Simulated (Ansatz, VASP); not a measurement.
# Li2O in VASP and in Ansatz

```
CELL_PARAMETERS angstrom
0.00000 2.27043 2.27043
2.27043 0.00000 2.27043
2.27043 2.27043 0.00000
ATOMIC_POSITIONS crystal
Li 0.75000 0.75000 0.75000
Li 0.25000 0.25000 0.25000
O 0.00000 0.00000 0.00000
```

Alike in both runs: task single point; functional PBE; k mesh 2 × 2 × 2; occupations methfessel-paxton of order 1, width 0.19 eV; collinear spin.

|  | VASP | Ansatz |
| --- | --- | --- |
| version | VASP 6.6.1 | Ansatz 0.2.0 |
| potentials or method | VASP PAW PBE potentials, release 64 (Li_sv, O), cutoff 750 eV | scalar-relativistic, plane waves, PAW |
| valence electrons in the cell | 12 | 12 |

```tsv
	VASP	Ansatz	Ansatz less VASP
gap on the k mesh at the Fermi level (eV)	4.89	4.90	+0.017
least direct gap on the mesh (eV)	5.50	5.50	0.000
pressure (GPa)	7.6	7.7	+0.17
net moment per atom (μB)	0.00	0.00	0.000
```

Ansatz's warnings: seeded moment not kept, stability check not made.

The k mesh is coarse, so the values compare programs but aren't converged.
